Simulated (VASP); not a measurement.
# MnS (P6_3mc) in VASP: single point with PBE

Aim: the single point of MnS with PBE.

All numbers are computed with VASP 6.6.1; they aren't measurements. Logs are shortened: lines on timing, memory, paths and dates and some standing lists are left out, and cuts for length are marked.

## 1. The cell of the first run

Symmetry: P6_3mc, No. 186, hexagonal system. The conventional cell has a = 3.976 Å, b = 3.976 Å, c = 6.432 Å, α = 90.00°, β = 90.00°, γ = 120.00°. Mn (site symmetry 3m) has 4 S at 2.41 to 2.48 Å within 3.2 Å. S (site symmetry 3m) has 4 Mn at 2.41 to 2.48 Å within 3.2 Å.

## 2. Single point, PBE, collinear spin, ferromagnetic start

Contents of INCAR:

```
  PREC = Accurate
  ENCUT = 520
  EDIFF = 1E-6
  ISMEAR = -1
  SIGMA = 0.05
  LREAL = False
  LASPH = True
  NELM = 150
  ALGO = Normal
  ISIF = 2
  LWAVE = False
  LCHARG = True
  ISPIN = 2
  MAGMOM = 5.5 5.5 0 0
  LORBIT = 11
  LMAXMIX = 4
  GGA = PE
  LELF = True
  LVHAR = True
  NBANDS = 31
```

Contents of KPOINTS:

```
regular mesh
0
Gamma
  8 8 4
```

Contents of POSCAR:

```
MnS
1.0
    3.9760016100      0.0000000000      0.0000000000
   -1.9880008000      3.4433184000      0.0000000000
    0.0000000000      0.0000000000      6.4320005000
Mn S
2 2
Direct
    0.3333333333      0.6666666667      0.0000000000
    0.6666666667      0.3333333333      0.5000000000
    0.3333333333      0.6666666667      0.3850000000
    0.6666666667      0.3333333333      0.8850000000
```

Potentials or basis: VASP PAW PBE potentials, release 64 (Mn_pv, S).

Launch:

```sh
cat potpaw_PBE.64/Mn_pv/POTCAR potpaw_PBE.64/S/POTCAR > POTCAR
mpirun -np 1 vasp_std > vasp.out
```

OUTCAR:

```text
PREC = Accurate
   ENCUT = 520
   EDIFF = 1E-6
   ISMEAR = -1
   LREAL = False
   LASPH = True
   NELM = 150
   ISIF = 2
   ISPIN = 2
   LORBIT = 11
   GGA = PE

 ion  position               nearest neighbor table
   1  0.333  0.667  0.000-   4 2.41   4 2.41   4 2.41   3 2.48
   2  0.667  0.333  0.500-   3 2.41   3 2.41   3 2.41   4 2.48
   3  0.333  0.667  0.385-   2 2.41   2 2.41   2 2.41   1 2.48
   4  0.667  0.333  0.885-   1 2.41   1 2.41   1 2.41   2 2.48

  LATTYP: Found a hexagonal cell.
 ALAT       =     3.9760016100
 C/A-ratio  =     1.6177057081

  Lattice vectors:

 A1 = (   3.9760016100,   0.0000000000,   0.0000000000)
 A2 = (  -1.9880008000,   3.4433184000,   0.0000000000)
 A3 = (   0.0000000000,   0.0000000000,   6.4320005000)

Analysis of symmetry for initial positions (statically):
=====================================================================
 Subroutine PRICEL returns:
 Original cell was already a primitive cell.

 Routine SETGRP: Setting up the symmetry group for a
 hexagonal supercell.

 Subroutine GETGRP returns: Found 12 space group operations
 (whereof  6 operations were pure point group operations)
 out of a pool of 24 trial point group operations.

The static configuration has the point symmetry C_3v.
 The point group associated with its full space group is C_6v.

Analysis of symmetry for dynamics (positions and initial velocities):
=====================================================================
 Subroutine PRICEL returns:
 Original cell was already a primitive cell.

 Routine SETGRP: Setting up the symmetry group for a
 hexagonal supercell.

 Subroutine GETGRP returns: Found 12 space group operations
 (whereof  6 operations were pure point group operations)
 out of a pool of 24 trial point group operations.

The dynamic configuration has the point symmetry C_3v.
 The point group associated with its full space group is C_6v.

Analysis of structural, dynamic, and magnetic symmetry:
=====================================================================
 Subroutine PRICEL returns:
 Original cell was already a primitive cell.

 Routine SETGRP: Setting up the symmetry group for a
 hexagonal supercell.

 Subroutine GETGRP returns: Found 12 space group operations
 (whereof  6 operations were pure point group operations)
 out of a pool of 24 trial point group operations.

The overall configuration has the point symmetry C_3v.
 The point group associated with its full space group is C_6v.

 Subroutine INISYM returns: Found 12 space group operations
 (whereof  6 operations are pure point group operations),
 and found     1 'primitive' translations

----------------------------------------------------------------------------------------

                                     Primitive cell

  volume of cell :      88.0582

  direct lattice vectors                    reciprocal lattice vectors
     3.976001610  0.000000000  0.000000000     0.251508952  0.145208761  0.000000000
    -1.988000800  3.443318400  0.000000000     0.000000000  0.290417523  0.000000000
     0.000000000  0.000000000  6.432000500     0.000000000  0.000000000  0.155472625

  length of vectors
     3.976001610  3.976001608  6.432000500     0.290417523  0.290417523  0.155472625

  position of ions in fractional coordinates (direct lattice)
     0.333333333  0.666666667  0.000000000
     0.666666667  0.333333333  0.500000000
     0.333333333  0.666666667  0.385000000
     0.666666667  0.333333333  0.885000000

  ion indices of the primitive-cell ions
   primitive index   ion index
                 1           1
                 2           2
                 3           3
                 4           4

----------------------------------------------------------------------------------------

 KPOINTS: regular mesh

Automatic generation of k-mesh.
 Grid dimensions read from file:
 generate k-points for:    8    8    4

 Generating k-lattice:

  Cartesian coordinates                     Fractional coordinates (reciprocal lattice)
     0.031438619  0.018151095  0.000000000     0.125000000 -0.000000000  0.000000000
     0.000000000  0.036302190  0.000000000     0.000000000  0.125000000  0.000000000
     0.000000000  0.000000000  0.038868156     0.000000000  0.000000000  0.250000000

  Length of vectors
     0.036302190  0.036302190  0.038868156

  Shift w.r.t. Gamma in fractional coordinates (k-lattice)
     0.000000000  0.000000000  0.000000000

 Subroutine IBZKPT returns following result:
 ===========================================

 Found     30 irreducible k-points:

 Following reciprocal coordinates:
            Coordinates               Weight
  0.000000  0.000000  0.000000      1.000000
  0.125000  0.000000  0.000000      6.000000
  0.250000  0.000000  0.000000      6.000000
  0.375000 -0.000000  0.000000      6.000000
  0.500000  0.000000  0.000000      3.000000
  0.125000  0.125000  0.000000      6.000000
[... 16 lines left out ...]
  0.250000  0.000000  0.500000      6.000000
  0.375000 -0.000000  0.500000      6.000000
 [... further k-points ...]
   k-points           NKPTS =     30   k-points in BZ     NKDIM =     30   number of bands    NBANDS=     31
   number of dos      NEDOS =    301   number of ions     NIONS =      4
   total plane-waves  NPLWV =  43200
   dimension x,y,z NGX =    30 NGY =   30 NGZ =   48
   dimension x,y,z NGXF=    60 NGYF=   60 NGZF=   96
   ions per type =               2   2
   NGX,Y,Z   is equivalent  to a cutoff of  12.54, 12.54, 12.41 a.u.
   NGXF,Y,Z  is equivalent  to a cutoff of  25.09, 25.09, 24.81 a.u.
 SYSTEM =  unknown system
   PREC   = accura    normal or accurate (medium, high low for compatibility)
   ISTART =      0    job   : 0-new  1-cont  2-samecut
   ICHARG =      2    charge: 1-file 2-atom 10-const
   ISPIN  =      2    spin polarized calculation?
   LNONCOLLINEAR =      F non collinear calculations
   LSORBIT =      F    spin-orbit coupling
   LASPH  =      T    aspherical Exc in radial PAW
   ENCUT  =  520.0 eV  38.22 Ry    6.18 a.u.   7.39  7.39 11.96*2*pi/ulx,y,z
   NELM   =    150;   NELMIN=  2; NELMDL= -5     # of ELM steps
   EDIFF  = 0.1E-05   stopping-criterion for ELM
   LREAL  =      F    real-space projection
   EDIFFG = 0.1E-04   stopping-criterion for IOM
   NSW    =      0    number of steps for IOM
   IBRION =     -1    ionic relax: 0-MD 1-quasi-New 2-CG
   NFREE  =      0    steps in history (QN), initial steepest desc. (CG)
   ISIF   =      2    stress and relaxation
   ISYM   =      2    0-nonsym 1-usesym 2-fastsym
   POTIM  = 0.5000    time-step for ionic-motion
   TEBEG  =    0.0;   TEEND  =   0.0 temperature during run
   PSTRESS=    0.0 pullay stress
   NELECT =      38.0000    total number of electrons
   NUPDOWN=      -1.0000    fix difference up-down
   EMIN   =  10.00;   EMAX   =-10.00  energy-range for DOS
   EFERMI =   0.00;   METHOD = LEGACY
   ISMEAR =    -1;   SIGMA  =   0.05  broadening in eV -4-tet -1-fermi 0-gaus
   EFERMI_NEDOS =   21; number of points for ismear=-14 and -15
   IALGO  =     38    algorithm
   IMIX   =      4    mixing-type and parameters
     AMIX     =   0.40;   BMIX     =  1.00
     AMIX_MAG =   1.60;   BMIX_MAG =  1.00
  volume/ion in A,a.u.               =      22.01       148.56
  Fermi-wavevector in a.u.,A,eV,Ry     =   1.237123  2.337823 20.823342  1.530472
  Thomas-Fermi vector in A             =   2.371703
   LORBIT       =     11    0 simple, 1 ext, 2 COOP (PROOUT), +10 PAW based schemes
   GGA     = PE    functional components
   LHFCALC =     F    Hartree Fock is set to
   AEXX    =    0.0000 exact exchange contribution
   IVDW    =     0    specifies the selected vdW correction
   LEPSILON=     F    determine dielectric tensor
   LRPA    =     F    only Hartree local field effects (RPA)
 spin polarized calculation
  energy-cutoff  :      520.00
  volume of cell :       88.06
 maximum number of plane-waves:      2412
 NGX is ok and might be reduce to    30
   NGX = 15   NGY = 15   NGZ = 23

 number of electron      37.9999996 magnetization      10.2173438

 number of electron      37.9999996 magnetization       9.9186807

 Free energy of the ion-electron system (eV)
  ---------------------------------------------------
  ext. energy  EPLUGINS =         0.00000000
  ---------------------------------------------------
  free energy    TOTEN  =       -28.18346906 eV

  energy without entropy =      -28.17546372  energy(sigma->0) =      -28.17946639

 E-fermi :   4.5580     XC(G=0):  -9.2873

 val. band max:        4.5115026511   @ k =   0.0000   0.0000   0.0000
 cond. band min:       4.5601650670   @ k =   0.3750  -0.0000   0.0000
 fundamental gap:      0.0486624158
 Fermi energy:         4.5580397778

 spin component 1

 k-point     1 :       0.0000    0.0000    0.0000
  band No.  band energies     occupation
      1     -46.2755      1.00000
      2     -46.2723      1.00000
      3     -46.2674      1.00000
      4     -46.2674      1.00000
      5     -46.2669      1.00000
      6     -46.2669      1.00000
[... 23 lines left out ...]
     30      11.3809      0.00000
     31      11.3867      0.00000

 k-point     2 :       0.1250    0.0000    0.0000
  band No.  band energies     occupation
      1     -46.2754      1.00000
      2     -46.2723      1.00000
      3     -46.2678      1.00000
      4     -46.2675      1.00000
      5     -46.2672      1.00000
      6     -46.2669      1.00000
[... 23 lines left out ...]
     30      11.1235      0.00000
     31      11.4867      0.00000

 k-point     3 :       0.2500    0.0000    0.0000
  band No.  band energies     occupation
      1     -46.2750      1.00000
      2     -46.2726      1.00000
      3     -46.2686      1.00000
      4     -46.2681      1.00000
      5     -46.2678      1.00000
      6     -46.2671      1.00000
[... 703 lines left out ...]
     30      10.9971      0.00000
     31      11.6668      0.00000

 k-point    24 :       0.3750   -0.0000    0.5000
  band No.  band energies     occupation
      1     -46.2738      1.00000
      2     -46.2738      1.00000
      3     -46.2691      1.00000
      4     -46.2691      1.00000
      5     -46.2677      1.00000
      6     -46.2677      1.00000
[... 23 lines left out ...]
     30      11.6583      0.00000
     31      12.2342      0.00000

 [... further k-points ...]

 spin component 2

 k-point     1 :       0.0000    0.0000    0.0000
  band No.  band energies     occupation
      1     -41.6601      1.00000
      2     -41.6601      1.00000
      3     -41.6593      1.00000
      4     -41.6593      1.00000
      5     -41.6576      1.00000
      6     -41.6530      1.00000
[... 23 lines left out ...]
     30      12.4266      0.00000
     31      12.4636      0.00000

 k-point     2 :       0.1250    0.0000    0.0000
  band No.  band energies     occupation
      1     -41.6607      1.00000
      2     -41.6603      1.00000
      3     -41.6599      1.00000
      4     -41.6594      1.00000
      5     -41.6574      1.00000
      6     -41.6531      1.00000
[... 23 lines left out ...]
     30      12.1560      0.00000
     31      12.3605      0.00000

 k-point     3 :       0.2500    0.0000    0.0000
  band No.  band energies     occupation
      1     -41.6619      1.00000
      2     -41.6612      1.00000
      3     -41.6606      1.00000
      4     -41.6597      1.00000
      5     -41.6568      1.00000
      6     -41.6534      1.00000
[... 703 lines left out ...]
     30      11.9946      0.00000
     31      12.6468      0.00000

 k-point    24 :       0.3750   -0.0000    0.5000
  band No.  band energies     occupation
      1     -41.6629      1.00000
      2     -41.6629      1.00000
      3     -41.6605      1.00000
      4     -41.6605      1.00000
      5     -41.6548      1.00000
      6     -41.6548      1.00000
[... 23 lines left out ...]
     30      12.5607      0.00000
     31      13.1721      0.00000

 [... further k-points ...]
[... 5 lines left out ...]
  --------------------------------------------------------------------------------------
  -------------------------------------------------------------------------------------
  Total        1.0334568      1.0334568      0.0346883      0.0000000      0.0000000      0.0000000
  in kB       18.8032580     18.8032580      0.6311365      0.0000000      0.0000000      0.0000000
  external PRESSURE =      12.7458842 kB  Pullay stress =       0.0000000 kB

 VOLUME and BASIS-vectors are now :
 -----------------------------------------------------------------------------
  energy-cutoff  :      520.00
  volume of cell :       88.06
      direct lattice vectors                 reciprocal lattice vectors
     3.976001610  0.000000000  0.000000000     0.251508952  0.145208761  0.000000000
    -1.988000800  3.443318400  0.000000000     0.000000000  0.290417523  0.000000000
     0.000000000  0.000000000  6.432000500     0.000000000  0.000000000  0.155472625

 POSITION                                       TOTAL-FORCE (eV/Angst)
 -----------------------------------------------------------------------------------
      0.00000      2.29555      0.00000        -0.000000      0.000000      0.186769
      1.98800      1.14777      3.21600         0.000000     -0.000000      0.186769
      0.00000      2.29555      2.47632         0.000000     -0.000000     -0.186769
      1.98800      1.14777      5.69232        -0.000000      0.000000     -0.186769
 -----------------------------------------------------------------------------------
    total drift:                               -0.000001     -0.000000      0.000378

  FREE ENERGIE OF THE ION-ELECTRON SYSTEM (eV)
  ---------------------------------------------------
  free  energy   TOTEN  =       -28.1834690575 eV

  energy  without entropy=      -28.1754637236  energy(sigma->0) =      -28.17946639

 total charge

# of ion       s       p       d       tot
------------------------------------------
    1        0.260   6.210   4.902  11.372
    2        0.260   6.210   4.902  11.372
    3        1.314   2.452   0.000   3.767
    4        1.314   2.452   0.000   3.767
--------------------------------------------------
tot          3.148  17.325   9.803  30.276

 magnetization (x)

# of ion       s       p       d       tot
------------------------------------------
    1        0.049   0.067   4.233   4.349
    2        0.049   0.067   4.233   4.349
    3        0.012   0.084   0.000   0.096
    4        0.012   0.084   0.000   0.096
--------------------------------------------------
tot          0.122   0.302   8.467   8.890
```

Wall time 1.7 min (1 thread of Oxide Virtual Turin-like, shared host); peak memory 0.26 GiB.

Results:

| Property | Result |
| --- | --- |
| Free energy | -28.1835 eV |
| Pressure | 1.3 GPa |
| Largest force | 0.187 eV/Å |
| Net moment | 9.92 μB per cell |
| Site moments | Mn +4.35; S +0.10 μB |
| Valence electrons inside the program's atomic spheres | Mn 11.37; S 3.77 |

Forces in eV/Å, atoms in the order of the input:
```
Mn   0.000  0.000  0.187
Mn   0.000  0.000  0.187
S    0.000  0.000 -0.187
S    0.000  0.000 -0.187
```

Stress tensor (GPa, compression positive):
```
1.88 0.00 0.00
0.00 1.88 0.00
0.00 0.00 0.06
```

Levels at points of the mesh, in eV from the Fermi level:
Spin up:
```csv
k point,band 21,band 22,band 23,band 24,band 25,band 26,band 27,band 28
"(0.00, 0.00, 0.00)",-0.73,-0.05,0.19,0.19,1.00,2.58,5.68,5.68
"(0.50, 0.00, 0.00)",-2.48,-2.21,-1.24,-0.94,3.42,3.58,4.26,6.27
"(0.00, 0.00, 0.50)",-0.29,-0.29,-0.29,-0.29,2.58,2.58,5.50,5.50
"(0.50, 0.00, 0.50)",-1.56,-1.56,-1.42,-1.42,3.02,3.02,4.91,4.91
```
Spin down:
```csv
k point,band 11,band 12,band 13,band 14,band 15,band 16,band 17,band 18
"(0.00, 0.00, 0.00)",-3.41,-3.37,-3.37,-3.16,0.55,0.55,0.99,1.03
"(0.50, 0.00, 0.00)",-3.99,-3.46,-3.36,-3.25,0.06,0.41,0.66,0.86
"(0.00, 0.00, 0.50)",-3.40,-3.40,-3.40,-3.40,0.84,0.84,0.84,0.84
"(0.50, 0.00, 0.50)",-3.36,-3.36,-3.36,-3.36,0.54,0.54,0.91,0.91
```

Caveat: semilocal functionals often make such compounds metallic where correlation or magnetic order opens a gap, which also shifts bond lengths; only a ferromagnetic start was run, and an antiferromagnetic order may lie lower in energy.
